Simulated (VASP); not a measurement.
Input of a VASP 6.6.1 run:

The input INCAR:

```
PREC = Accurate
ENCUT = 520
EDIFF = 1E-7
ISMEAR = -1
SIGMA = 0.05
LREAL = False
LASPH = True
NELM = 60
ALGO = Normal
ISIF = 2
LWAVE = False
LCHARG = False
GGA = PS
NBANDS = 14
```

KPOINTS

```
regular mesh
0
Gamma
  11 11 6
```

Contents of POSCAR:

```
TiAl
1.0
    2.7024393922      0.0000000000      0.0000000000
   -1.3512196961      2.3403811659      0.0000000000
    0.0000000000      0.0000000000      4.4581383636
Ti Al
1 1
Direct
    0.0000000000      0.0000000000      0.0000000000
    0.3333333333      0.6666666667      0.5000000000
```

Potentials or basis: VASP PAW PBE potentials, release 64 (Ti_sv, Al).

Launch:

```bash
$ cat potpaw_PBE.64/Ti_sv/POTCAR potpaw_PBE.64/Al/POTCAR > POTCAR
$ mpirun -np 1 vasp_std > vasp.out
```

Estimate the pressure.

19.9 GPa.

Stress tensor (GPa, compression positive):
```
19.85  0.00  0.00
 0.00 19.85  0.00
 0.00  0.00 19.98
```

Caveat: the PAW data sets were made with another functional, which shifts forces and pressure a little.
